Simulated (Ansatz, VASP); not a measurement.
# One calculation of Ni, two programs

The input INCAR:

```
  AGGAC = 1.0
  AGGAX = 1.0
  ALDAC = 0.0
  ALDAX = 1.0
  ALGO = Normal
  EDIFF = 1E-6
  ENCUT = 520
  GGA = B5
  ISIF = 2
  ISMEAR = -1
  ISPIN = 2
  LASPH = True
  LCHARG = False
  LMAXMIX = 4
  LORBIT = 11
  LREAL = False
  LWAVE = False
  MAGMOM = 0.657 0.657
  NBANDS = 21
  NELM = 150
  PREC = Accurate
  SIGMA = 0.05
```

The input KPOINTS:

```
k-points
0
Gamma
  16 16 9
```

The input POSCAR:

```
Ni
1.0
    2.5593704689      0.0000000000      0.0000000000
   -1.2796852345      2.2164798438      0.0000000000
    0.0000000000      0.0000000000      4.2110432958
Ni
2
Direct
    0.3333333333      0.6666666667      0.2500000000
    0.6666666667      0.3333333333      0.7500000000
```

Input for Ansatz:

```yaml
crystal:
  lattice:
    - [2.5593704689, 0.0, 0.0]
    - [-1.2796852345, 2.2164798438, 0.0]
    - [0.0, 0.0, 4.2110432958]
  atoms:
    - { symbol: Ni, position: [0.3333333333, 0.6666666667, 0.25], spin: 0.657 }
    - { symbol: Ni, position: [0.6666666667, 0.3333333333, 0.75], spin: 0.657 }
hamiltonian:
  xc: blyp
  pseudopotentials:
    kind: paw
    azcp:
      Ni: "pseudopotentials/Ni.paw.azcp"
basis:
  ecutwfc: 420
  fft_grid_basis: typed
kpoints:
  mp_grid: { grid: [16, 16, 9], shift: [0, 0, 0] }
magnetization:
  spin_polarized: true
scf:
  occupations: { method: fermi_dirac, width: 0.05 }
  lower_state_search: "off"
output:
  stress: true
  write_density: true
  write_potential: true
  elf: true
  volumetric_format: npy
```

Alike in both runs: task single point; functional BLYP; k mesh 16 × 16 × 9; occupations fermi-dirac, width 0.05 eV; collinear spin.

```csv
,VASP,Ansatz
version,VASP 6.6.1,Ansatz 0.2.0
potentials or method,"VASP PAW PBE potentials, release 64 (Ni), cutoff 520 eV","plane waves (420 eV) with PAW, scalar-relativistic"
valence electrons in the cell,20,36
```

Ansatz gave:

* pressure (GPa): -6.0
* traceless stress, the component that is largest in VASP (GPa): 0.24
* net moment per atom (μB): 0.64
* size of the moment on the site where the two differ most (μB): 0.67

What did VASP give for the same quantities?

Pressure (GPa): -5.9; traceless stress, the component that is largest in VASP (GPa): 0.31; net moment per atom (μB): 0.61; size of the moment on the site where the two differ most (μB): 0.62.

VASP's potentials were made for PBE, not for BLYP. Site moments also hang on the region over which each program counts them. With one functional, cell and mesh, what is left measures potentials, basis and numerics. VASP's potentials hold 20 valence electrons a cell and Ansatz's 36, so a difference there can come from the potentials and not from the codes.
